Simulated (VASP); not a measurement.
# CdSe (P6_3mc) in VASP: notebook

Runs on CdSe. Level: PBE. Tasks: single point.

Everything below comes from runs of VASP 6.6.1. Logs are shortened: lines on timing, memory, paths and dates and some standing lists are left out, and cuts for length are marked.

### 1 The cell of the first run

It takes space group P6_3mc (No. 186, hexagonal). Conventional cell: a = 4.293 Å, b = 4.293 Å, c = 14.013 Å, α = 90.00°, β = 90.00°, γ = 120.00°. Cd (site symmetry 3m) has 4 Se at 2.63 Å within 3.5 Å. Cd (site symmetry 3m) has 4 Se at 2.63 Å within 3.5 Å. Within 3.5 Å of Se (site symmetry 3m) lie 4 Cd at 2.63 Å. Within 3.5 Å of Se (site symmetry 3m) lie 4 Cd at 2.63 Å.

### 2 Single point, PBE (volume changed by -6%)

Contents of INCAR:

```
SYSTEM = CdSe
ALGO = Normal ; EDIFF = 1E-6
ENCUT = 520 ; GGA = PE
ISIF = 2 ; ISMEAR = 0
LASPH = .TRUE. ; LCHARG = .FALSE.
LREAL = .FALSE. ; LWAVE = .FALSE.
NBANDS = 46 ; NELM = 80
PREC = Accurate ; SIGMA = 0.01
```

Contents of KPOINTS:

```
k-points
0
G
  6 6 2
  0 0 0
```

Contents of POSCAR:

```
CdSe
1.0
    4.2932294506      0.0000000000      0.0000000000
   -2.1466147253      3.7180457685      0.0000000000
    0.0000000000      0.0000000000     14.0132927916
Cd Se
4 4
Direct
    0.0000000000      0.0000000000     -0.0001635463
    0.3333333333      0.6666666667      0.2499698776
    0.0000000000      0.0000000000      0.4998364537
    0.6666666667      0.3333333333      0.7499698776
    0.0000000000      0.0000000000      0.1874660279
    0.3333333333      0.6666666667      0.4377276407
    0.0000000000      0.0000000000      0.6874660279
    0.6666666667      0.3333333333      0.9377276407
```

Potentials or basis: VASP PAW PBE potentials, release 64 (Cd, Se).

The run is started by

```console
$ cat potpaw_PBE.64/Cd/POTCAR potpaw_PBE.64/Se/POTCAR > POTCAR
$ mpirun -np 1 vasp_std > vasp.out
```

OUTCAR:

```text
SYSTEM = CdSe
   EDIFF = 1E-6
   ENCUT = 520
   GGA = PE
   ISIF = 2
   ISMEAR = 0
   LASPH = .TRUE.
   LREAL = .FALSE.
   NELM = 80
   PREC = Accurate

 ion  position               nearest neighbor table
   1  0.000  0.000  1.000-   8 2.63   8 2.63   8 2.63   5 2.63
   2  0.333  0.667  0.250-   5 2.63   5 2.63   5 2.63   6 2.63
   3  0.000  0.000  0.500-   6 2.63   6 2.63   6 2.63   7 2.63
   4  0.667  0.333  0.750-   7 2.63   7 2.63   7 2.63   8 2.63
   5  0.000  0.000  0.187-   2 2.63   2 2.63   2 2.63   1 2.63
   6  0.333  0.667  0.438-   3 2.63   3 2.63   3 2.63   2 2.63
   7  0.000  0.000  0.687-   4 2.63   4 2.63   4 2.63   3 2.63
   8  0.667  0.333  0.938-   1 2.63   1 2.63   1 2.63   4 2.63

  LATTYP: Found a hexagonal cell.
 ALAT       =     4.2932294506
 C/A-ratio  =     3.2640446901

  Lattice vectors:

 A1 = (   4.2932294506,   0.0000000000,   0.0000000000)
 A2 = (  -2.1466147253,   3.7180457685,   0.0000000000)
 A3 = (   0.0000000000,   0.0000000000,  14.0132927916)

Analysis of symmetry for initial positions (statically):
=====================================================================
 Subroutine PRICEL returns:
 Original cell was already a primitive cell.

 Routine SETGRP: Setting up the symmetry group for a
 hexagonal supercell.

 Subroutine GETGRP returns: Found 12 space group operations
 (whereof  6 operations were pure point group operations)
 out of a pool of 24 trial point group operations.

The static configuration has the point symmetry C_3v.
 The point group associated with its full space group is C_6v.

Analysis of symmetry for dynamics (positions and initial velocities):
=====================================================================
 Subroutine PRICEL returns:
 Original cell was already a primitive cell.

 Routine SETGRP: Setting up the symmetry group for a
 hexagonal supercell.

 Subroutine GETGRP returns: Found 12 space group operations
 (whereof  6 operations were pure point group operations)
 out of a pool of 24 trial point group operations.

The dynamic configuration has the point symmetry C_3v.
 The point group associated with its full space group is C_6v.

 Subroutine INISYM returns: Found 12 space group operations
 (whereof  6 operations are pure point group operations),
 and found     1 'primitive' translations

----------------------------------------------------------------------------------------

                                     Primitive cell

  volume of cell :     223.6861

  direct lattice vectors                    reciprocal lattice vectors
     4.293229451  0.000000000  0.000000000     0.232924891  0.134479248  0.000000000
    -2.146614725  3.718045769  0.000000000     0.000000000  0.268958497  0.000000000
     0.000000000  0.000000000 14.013292792     0.000000000  0.000000000  0.071360815

  length of vectors
     4.293229451  4.293229451 14.013292792     0.268958497  0.268958497  0.071360815

  position of ions in fractional coordinates (direct lattice)
     0.000000000  0.000000000  0.999836454
     0.333333333  0.666666667  0.249969878
     0.000000000  0.000000000  0.499836454
     0.666666667  0.333333333  0.749969878
     0.000000000  0.000000000  0.187466028
     0.333333333  0.666666667  0.437727641
     0.000000000  0.000000000  0.687466028
     0.666666667  0.333333333  0.937727641

  ion indices of the primitive-cell ions
   primitive index   ion index
                 1           1
                 2           2
                 3           3
                 4           4
                 5           5
                 6           6
                 7           7
                 8           8

----------------------------------------------------------------------------------------

 KPOINTS: k-points

Automatic generation of k-mesh.
 Grid dimensions read from file:
 generate k-points for:    6    6    2

 Generating k-lattice:

  Cartesian coordinates                     Fractional coordinates (reciprocal lattice)
     0.038820815  0.022413208  0.000000000     0.166666667  0.000000000  0.000000000
     0.000000000  0.044826416  0.000000000     0.000000000  0.166666667  0.000000000
     0.000000000  0.000000000  0.035680408     0.000000000  0.000000000  0.500000000

  Length of vectors
     0.044826416  0.044826416  0.035680408

  Shift w.r.t. Gamma in fractional coordinates (k-lattice)
     0.000000000  0.000000000  0.000000000

 Subroutine IBZKPT returns following result:
 ===========================================

 Found     14 irreducible k-points:

 Following reciprocal coordinates:
            Coordinates               Weight
  0.000000  0.000000  0.000000      1.000000
  0.166667  0.000000  0.000000      6.000000
  0.333333  0.000000  0.000000      6.000000
  0.500000  0.000000  0.000000      3.000000
  0.166667  0.166667  0.000000      6.000000
  0.333333  0.166667  0.000000     12.000000
  0.333333  0.333333  0.000000      2.000000
  0.000000  0.000000  0.500000      1.000000
  0.166667  0.000000  0.500000      6.000000
  0.333333  0.000000  0.500000      6.000000
  0.500000  0.000000  0.500000      3.000000
  0.166667  0.166667  0.500000      6.000000
  0.333333  0.166667  0.500000     12.000000
  0.333333  0.333333  0.500000      2.000000
   k-points           NKPTS =     14   k-points in BZ     NKDIM =     14   number of bands    NBANDS=     46
   number of dos      NEDOS =    301   number of ions     NIONS =      8
   total plane-waves  NPLWV = 110592
   dimension x,y,z NGX =    32 NGY =   32 NGZ =  108
   dimension x,y,z NGXF=    64 NGYF=   64 NGZF=  216
   ions per type =               4   4
   NGX,Y,Z   is equivalent  to a cutoff of  12.39, 12.39, 12.81 a.u.
   NGXF,Y,Z  is equivalent  to a cutoff of  24.78, 24.78, 25.63 a.u.
 SYSTEM =  CdSe
   PREC   = accura    normal or accurate (medium, high low for compatibility)
   ISTART =      0    job   : 0-new  1-cont  2-samecut
   ICHARG =      2    charge: 1-file 2-atom 10-const
   ISPIN  =      1    spin polarized calculation?
   LNONCOLLINEAR =      F non collinear calculations
   LSORBIT =      F    spin-orbit coupling
   LASPH  =      T    aspherical Exc in radial PAW
   ENCUT  =  520.0 eV  38.22 Ry    6.18 a.u.   7.98  7.98 26.06*2*pi/ulx,y,z
   NELM   =     80;   NELMIN=  2; NELMDL= -5     # of ELM steps
   EDIFF  = 0.1E-05   stopping-criterion for ELM
   LREAL  =      F    real-space projection
   EDIFFG = 0.1E-04   stopping-criterion for IOM
   NSW    =      0    number of steps for IOM
   IBRION =     -1    ionic relax: 0-MD 1-quasi-New 2-CG
   NFREE  =      0    steps in history (QN), initial steepest desc. (CG)
   ISIF   =      2    stress and relaxation
   ISYM   =      2    0-nonsym 1-usesym 2-fastsym
   POTIM  = 0.5000    time-step for ionic-motion
   TEBEG  =    0.0;   TEEND  =   0.0 temperature during run
   PSTRESS=    0.0 pullay stress
   NELECT =      72.0000    total number of electrons
   NUPDOWN=      -1.0000    fix difference up-down
   EMIN   =  10.00;   EMAX   =-10.00  energy-range for DOS
   EFERMI =   0.00;   METHOD = LEGACY
   ISMEAR =     0;   SIGMA  =   0.01  broadening in eV -4-tet -1-fermi 0-gaus
   EFERMI_NEDOS =   21; number of points for ismear=-14 and -15
   IALGO  =     38    algorithm
   IMIX   =      4    mixing-type and parameters
     AMIX     =   0.40;   BMIX     =  1.00
     AMIX_MAG =   1.60;   BMIX_MAG =  1.00
  volume/ion in A,a.u.               =      27.96       188.69
  Fermi-wavevector in a.u.,A,eV,Ry     =   1.121948  2.120174 17.126563  1.258767
  Thomas-Fermi vector in A             =   2.258605
   LORBIT       =      0    0 simple, 1 ext, 2 COOP (PROOUT), +10 PAW based schemes
   GGA     = PE    functional components
   LHFCALC =     F    Hartree Fock is set to
   AEXX    =    0.0000 exact exchange contribution
   IVDW    =     0    specifies the selected vdW correction
   LEPSILON=     F    determine dielectric tensor
   LRPA    =     F    only Hartree local field effects (RPA)
 non-spin polarized calculation
 Gauss-broadening in eV      SIGMA  =   0.01
  energy-cutoff  :      520.00
  volume of cell :      223.69
 maximum number of plane-waves:      6054
 NGX is ok and might be reduce to    32
   NGX = 15   NGY = 15   NGZ = 53

 number of electron      71.9999998 magnetization

 Free energy of the ion-electron system (eV)
  ---------------------------------------------------
  ext. energy  EPLUGINS =         0.00000000
  ---------------------------------------------------
  free energy    TOTEN  =       -21.82523088 eV

  energy without entropy =      -21.82523088  energy(sigma->0) =      -21.82523088

 E-fermi :   1.0819     XC(G=0):  -8.9092

 val. band max:        0.9931995915   @ k =   0.0000   0.0000   0.0000
 cond. band min:       1.6420562985   @ k =   0.0000   0.0000   0.0000
 fundamental gap:      0.6488567070
 Fermi energy:         1.0819326960

 k-point     1 :       0.0000    0.0000    0.0000
  band No.  band energies     occupation
      1     -11.6376      2.00000
      2     -11.4489      2.00000
      3     -11.4461      2.00000
      4     -11.2569      2.00000
      5      -6.9600      2.00000
      6      -6.9566      2.00000
[... 38 lines left out ...]
     45       7.0175      0.00000
     46       7.1723      0.00000

 k-point     2 :       0.1667    0.0000    0.0000
  band No.  band energies     occupation
      1     -11.5537      2.00000
      2     -11.3867      2.00000
      3     -11.3840      2.00000
      4     -11.2193      2.00000
      5      -6.9341      2.00000
      6      -6.9273      2.00000
[... 38 lines left out ...]
     45       7.2192      0.00000
     46       7.2283      0.00000

 k-point     3 :       0.3333    0.0000    0.0000
  band No.  band energies     occupation
      1     -11.3709      2.00000
      2     -11.2611      2.00000
      3     -11.2589      2.00000
      4     -11.1556      2.00000
      5      -6.8876      2.00000
      6      -6.8798      2.00000
[... 528 lines left out ...]
     45       7.4867      0.00000
     46       7.4867      0.00000

 k-point    14 :       0.3333    0.3333    0.5000
  band No.  band energies     occupation
      1     -11.1717      2.00000
      2     -11.1717      2.00000
      3     -11.1670      2.00000
      4     -11.1670      2.00000
      5      -6.8509      2.00000
      6      -6.8509      2.00000
[... 38 lines left out ...]
     45       7.4482      0.00000
     46       7.4482      0.00000

------------------------ aborting loop because EDIFF is reached ----------------------------------------

  FORCE on cell =-STRESS in cart. coord.  units (eV):
  Direction    XX          YY          ZZ          XY          YZ          ZX
  --------------------------------------------------------------------------------------
  -------------------------------------------------------------------------------------
  Total        4.9169104      4.9169104      4.9299367      0.0000000     -0.0000000      0.0000000
  in kB       35.2179322     35.2179322     35.3112345      0.0000000     -0.0000000      0.0000000
  external PRESSURE =      35.2490330 kB  Pullay stress =       0.0000000 kB

 VOLUME and BASIS-vectors are now :
 -----------------------------------------------------------------------------
  energy-cutoff  :      520.00
  volume of cell :      223.69
      direct lattice vectors                 reciprocal lattice vectors
     4.293229451  0.000000000  0.000000000     0.232924891  0.134479248  0.000000000
    -2.146614725  3.718045769  0.000000000     0.000000000  0.268958497  0.000000000
     0.000000000  0.000000000 14.013292792     0.000000000  0.000000000  0.071360815

 POSITION                                       TOTAL-FORCE (eV/Angst)
 -----------------------------------------------------------------------------------
      0.00000      0.00000     14.01100        -0.000000      0.000000      0.004387
     -0.00000      2.47870      3.50290         0.000000      0.000000      0.000315
      0.00000      0.00000      7.00435         0.000000     -0.000000      0.004387
      2.14661      1.23935     10.50955         0.000000     -0.000000      0.000315
      0.00000      0.00000      2.62702         0.000000      0.000000     -0.003650
     -0.00000      2.47870      6.13401         0.000000     -0.000000     -0.001052
      0.00000      0.00000      9.63366        -0.000000      0.000000     -0.003650
      2.14661      1.23935     13.14065        -0.000000      0.000000     -0.001052
 -----------------------------------------------------------------------------------
    total drift:                               -0.000000     -0.000001     -0.000175

  FREE ENERGIE OF THE ION-ELECTRON SYSTEM (eV)
  ---------------------------------------------------
  free  energy   TOTEN  =       -21.8252308828 eV

  energy  without entropy=      -21.8252308828  energy(sigma->0) =      -21.82523088
```

Run time: 83 s. Hardware: 1 thread of Intel Xeon Platinum 8488C (Sapphire Rapids), shared host; peak memory 0.38 GiB.

What came out:

```
Free energy            : -21.8252 eV
Pressure               : 3.5 GPa
Largest force          : 0.004 eV/Å
Band gap on the k mesh : 0.65 eV, direct
```

Forces in eV/Å, atoms in the order of the input:
```
Cd   0.000  0.000  0.004
Cd   0.000  0.000  0.000
Cd   0.000  0.000  0.004
Cd   0.000  0.000  0.000
Se   0.000  0.000 -0.004
Se   0.000  0.000 -0.001
Se   0.000  0.000 -0.004
Se   0.000  0.000 -0.001
```

Caveat: the cell differs from its parent crystal (volume changed by -6%).

### 3 Single point, PBE (volume changed by -3%)

Contents of INCAR:

```
  ALGO = Normal
  EDIFF = 1E-6
  ENCUT = 520
  GGA = PE
  ISIF = 2
  ISMEAR = 0
  LASPH = True
  LCHARG = True
  LELF = True
  LREAL = False
  LVHAR = True
  LWAVE = False
  NBANDS = 46
  NELM = 60
  PREC = Accurate
  SIGMA = 0.01
```

Contents of KPOINTS:

```
k-points
0
Gamma
  6 6 2
```

POSCAR: that of step 2 with these lines changed.

```diff
@@ -2,5 +2,5 @@
 1.0
-    4.2932294506      0.0000000000      0.0000000000
-   -2.1466147253      3.7180457685      0.0000000000
-    0.0000000000      0.0000000000     14.0132927916
+    4.3384246608      0.0000000000      0.0000000000
+   -2.1692123304      3.7571859686      0.0000000000
+    0.0000000000      0.0000000000     14.1608119774
 Cd Se
```

Potentials or basis: VASP PAW PBE potentials, release 64 (Cd, Se).

The run is started by

```console
$ cat potpaw_PBE.64/Cd/POTCAR potpaw_PBE.64/Se/POTCAR > POTCAR
$ mpirun -np 1 vasp_std > vasp.out
```

Wall time 86 s (1 thread of Intel Xeon Platinum 8488C (Sapphire Rapids), shared host); peak memory 0.38 GiB.

The run converged. Its results:

- Free energy: -21.9418 eV
- Pressure: 1.7 GPa
- Band gap on the k mesh: 0.58 eV, direct

Forces on the atoms (eV/Å):
```
Cd   0.000  0.000  0.002
Cd   0.000  0.000 -0.001
Cd   0.000  0.000  0.002
Cd   0.000  0.000 -0.001
Se   0.000  0.000 -0.001
Se   0.000  0.000  0.000
Se   0.000  0.000 -0.001
Se   0.000  0.000  0.000
```

Levels at points of the mesh, in eV from the valence-band top:
```
           k point  band 34  band 35  band 36  band 37  band 38  band 39
(0.00, 0.00, 0.00)    -0.02     0.00     0.00     0.58     2.21     2.27
(0.50, 0.00, 0.00)    -1.27    -0.88    -0.72     2.52     2.85     3.41
(0.00, 0.00, 0.50)    -0.12    -0.12    -0.12     1.60     1.60     2.32
(0.50, 0.00, 0.50)    -1.20    -0.90    -0.90     2.94     2.94     3.43
```

Caveat: the cell differs from its parent crystal (volume changed by -3%).

### 4 Single point, PBE

This run uses another cell than the first one, of 29.75 Å³/atom, 1.064 times its volume.

Contents of INCAR:

```
SYSTEM = CdSe
ALGO = Normal
EDIFF = 1E-7
ENCUT = 520
GGA = PE
ISIF = 2
ISMEAR = 0
LASPH = .True.
LCHARG = .False.
LREAL = .False.
LWAVE = .False.
NBANDS = 46
NELM = 100
PREC = Accurate
SIGMA = 0.01
```

Contents of KPOINTS:

```
k-points
0
Gamma
  6 6 2
  0 0 0
```

POSCAR: that of step 3 with these lines changed.

```diff
@@ -2,5 +2,5 @@
 1.0
-    4.3384246608      0.0000000000      0.0000000000
-   -2.1692123304      3.7571859686      0.0000000000
-    0.0000000000      0.0000000000     14.1608119774
+    4.3826973580      0.0000000000      0.0000000000
+   -2.1913486790      3.7955272491      0.0000000000
+    0.0000000000      0.0000000000     14.3053200396
 Cd Se
```

The run is started by

```console
$ cat potpaw_PBE.64/Cd/POTCAR potpaw_PBE.64/Se/POTCAR > POTCAR
$ mpirun -np 1 vasp_std > vasp.out
```

Run time: 1.9 min. Hardware: 1 thread of Intel Xeon Platinum 8488C (Sapphire Rapids), shared host; peak memory 0.41 GiB.

Results (log left out):

```
Free energy            : -21.9856 eV
Pressure               : 0.3 GPa
Band gap on the k mesh : 0.52 eV, direct
```

Levels at points of the mesh, in eV from the valence-band top:
| k point | band 33 | band 34 | band 35 | band 36 | band 37 | band 38 | band 39 | band 40 |
| --- | --- | --- | --- | --- | --- | --- | --- | --- |
| (0.00, 0.00, 0.00) | -0.36 | -0.02 | 0.00 | 0.00 | 0.52 | 2.15 | 2.23 | 2.30 |
| (0.50, 0.00, 0.00) | -1.21 | -1.20 | -0.83 | -0.68 | 2.49 | 2.84 | 3.40 | 3.68 |
| (0.00, 0.00, 0.50) | -0.11 | -0.11 | -0.11 | -0.11 | 1.54 | 1.54 | 2.28 | 2.28 |
| (0.50, 0.00, 0.50) | -1.13 | -1.13 | -0.84 | -0.84 | 2.89 | 2.89 | 3.43 | 3.43 |

### 5 Single point, PBE (volume changed by +3%)

Contents of INCAR:

```
SYSTEM = CdSe
  PREC = Accurate
  ENCUT = 520
  EDIFF = 1E-7
  ISMEAR = 0
  SIGMA = 0.01
  LREAL = .False.
  LASPH = .True.
  NELM = 60
  ALGO = Normal
  ISIF = 2
  LWAVE = .False.
  LCHARG = .True.
  GGA = PE
  LELF = .True.
  LVHAR = .True.
  NBANDS = 46
```

Contents of KPOINTS:

```
Automatic mesh
0
Gamma
  6 6 2
  0 0 0
```

POSCAR: that of step 4 with these lines changed.

```diff
@@ -2,5 +2,5 @@
 1.0
-    4.3826973580      0.0000000000      0.0000000000
-   -2.1913486790      3.7955272491      0.0000000000
-    0.0000000000      0.0000000000     14.3053200396
+    4.4260932234      0.0000000000      0.0000000000
+   -2.2130466117      3.8331091709      0.0000000000
+    0.0000000000      0.0000000000     14.4469660836
 Cd Se
```

The run is started by

```console
$ cat potpaw_PBE.64/Cd/POTCAR potpaw_PBE.64/Se/POTCAR > POTCAR
$ mpirun -np 1 vasp_std > vasp.out
```

Run time: 2 min. Hardware: 1 thread of Intel Xeon Platinum 8488C (Sapphire Rapids), shared host; peak memory 0.42 GiB.

It converged, with:

* Free energy: -21.9679 eV
* Pressure: -1.0 GPa
* Band gap on the k mesh: 0.45 eV, direct

Levels at points of the mesh, in eV from the valence-band top:
```
           k point  band 34  band 35  band 36  band 37  band 38  band 39
(0.00, 0.00, 0.00)    -0.02     0.00     0.00     0.45     2.09     2.19
(0.50, 0.00, 0.00)    -1.14    -0.79    -0.64     2.45     2.82     3.39
(0.00, 0.00, 0.50)    -0.10    -0.10    -0.10     1.47     1.47     2.23
(0.50, 0.00, 0.50)    -1.07    -0.80    -0.80     2.84     2.84     3.41
```

Caveat: the cell differs from its parent crystal (volume changed by +3%).

### 6 Summary

| cell | gap on the mesh (eV) | pressure (GPa) |
| --- | --- | --- |
| a = 4.293, b = 4.293, c = 14.013 Å, angles 90.0, 90.0, 120.0°, 8 atoms | 0.65 | 3.5 |
| a = 4.338, b = 4.338, c = 14.161 Å, angles 90.0, 90.0, 120.0°, 8 atoms | 0.58 | 1.7 |
| a = 4.383, b = 4.383, c = 14.305 Å, angles 90.0, 90.0, 120.0°, 8 atoms | 0.52 | 0.3 |
| a = 4.426, b = 4.426, c = 14.447 Å, angles 90.0, 90.0, 120.0°, 8 atoms | 0.45 | -1.0 |

Alike in all rows: task single point; level PBE; potentials or basis VASP PAW PBE potentials, release 64 (Cd, Se); no spin polarisation; k mesh 6 × 6 × 2; cutoff (eV) 520; smearing gaussian 0.01 eV.

Absolute energies hang on the potentials; compare differences alone.
